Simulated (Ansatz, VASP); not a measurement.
**Two plane-wave programs on MnS**

```
Mn S
1.0
     0.00000    2.80930    2.80930
     2.80930    0.00000    2.80930
     2.80930    2.80930    0.00000
Mn S
1 1
Direct
  0.00000 0.00000 0.00000
  0.25000 0.25000 0.25000
```

Alike in both runs: task single point; functional PBEsol; k mesh 8 × 8 × 8; collinear spin; Hubbard terms Mn d U = 3.5 eV.

```csv
,VASP,Ansatz
version,VASP 6.6.1,Ansatz 0.2.0
potentials or method,"VASP PAW PBE potentials, release 64 (Mn_pv, S), cutoff 520 eV","plane waves, PAW"
occupations,"methfessel-paxton of order 1, width 0.1 eV",cold
valence electrons in the cell,19,21
```

```csv
,VASP,Ansatz,Ansatz less VASP
net moment per atom (μB),2.50,2.50,0.000
size of the moment on the site where the two differ most (μB),4.55,4.34,-0.213
```

VASP's potentials were made for PBE, not for PBEsol. Site moments also hang on the region over which each program counts them. The programs project onto different local orbitals, so the same U acts differently, and such runs can settle in different states. VASP's potentials hold 19 valence electrons a cell and Ansatz's 21, so a difference there can come from the potentials and not from the codes. Ansatz's warnings: given moment on shells, stability check not made.
